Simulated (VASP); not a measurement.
**Mg: single point with PBE**

The system is Mg.

```
Mg
1.0
     0.00000    2.24426    2.24426
     2.24426    0.00000    2.24426
     2.24426    2.24426    0.00000
Mg
1
Direct
  0.00000 0.00000 0.00000
```

```json
{
 "Program": "VASP 6.6.1",
 "Task": "single point",
 "Functional": "PBE",
 "Potentials or basis": "VASP PAW PBE potentials, release 64 (Mg)",
 "Cutoff": "520 eV",
 "k mesh": "2 × 2 × 2",
 "Occupations": "gaussian, width 0.1 eV",
 "Spin": "no spin polarisation"
}
```

```yaml
Pressure: 5.5 GPa
Band_gap_on_the_k_mesh: zero (band 1 reaches 2.48 eV, above the bottom of band 2 at 1.42 eV)
```

Levels at points of the mesh, in eV from the Fermi level:
| k point | band 1 | band 2 | band 3 | band 4 | band 5 | band 6 |
| --- | --- | --- | --- | --- | --- | --- |
| (0.00, 0.00, 0.00) | -5.75 | 13.69 | 13.69 | 13.69 | 15.71 | 15.71 |
| (0.50, 0.00, 0.00) | -0.49 | -0.05 | 12.59 | 12.59 | 13.48 | 13.48 |
| (0.50, 0.50, 0.00) | 1.01 | 2.04 | 7.36 | 8.26 | 8.26 | 11.17 |

It took 3.4 s on 1 thread of Intel Xeon 8259CL, with other jobs on the host, peak memory 0.13 GiB.

Caveat: the k points lie up to 1.21 Å⁻¹ apart.
